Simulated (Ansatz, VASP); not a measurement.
# FeO in VASP and in Ansatz

```
Fe O
1.0
     0.00000    1.98297    2.15540
     1.98297    0.00000    2.15540
     1.98297    1.98297    0.00000
Fe O
1 1
Direct
  0.00000 0.00000 0.00000
  0.50000 0.50000 0.50000
```

Change from the starting cell: strain -0.080 along x and y, +0.000 along z, atoms carried along.

Alike in both runs: task single point; functional PBE; k mesh 20 × 20 × 20; occupations gaussian, width 0.15 eV; collinear spin.

|  | VASP | Ansatz |
| --- | --- | --- |
| version | VASP 6.6.1 | Ansatz 0.2.0 |
| potentials or method | VASP PAW PBE potentials, release 64 (Fe, O), cutoff 600 eV | scalar-relativistic, plane waves, PAW |
| valence electrons in the cell | 14 | 22 |

VASP gave:

| Quantity | Value |
| --- | --- |
| gap on the k mesh at the Fermi level (eV) | none |
| pressure (GPa) | 41.6 |
| traceless stress, the component that is largest in VASP (GPa) | -11.41 |
| net moment per atom (μB) | 1.82 |
| size of the moment on the site where the two differ most (μB) | 3.32 |

Q: What did Ansatz give for the same quantities?

A: gap on the k mesh at the Fermi level (eV): none; pressure (GPa): 40.7; traceless stress, the component that is largest in VASP (GPa): -10.68; net moment per atom (μB): 1.83; size of the moment on the site where the two differ most (μB): 3.08.

Site moments also hang on the region over which each program counts them. A gap of «none» marks a metal or a gap that the smearing closes. Both programs put the cell under a high pressure, so it lies far from rest at this level. VASP's potentials hold 14 valence electrons a cell and Ansatz's 22, so a difference there can come from the potentials and not from the codes.
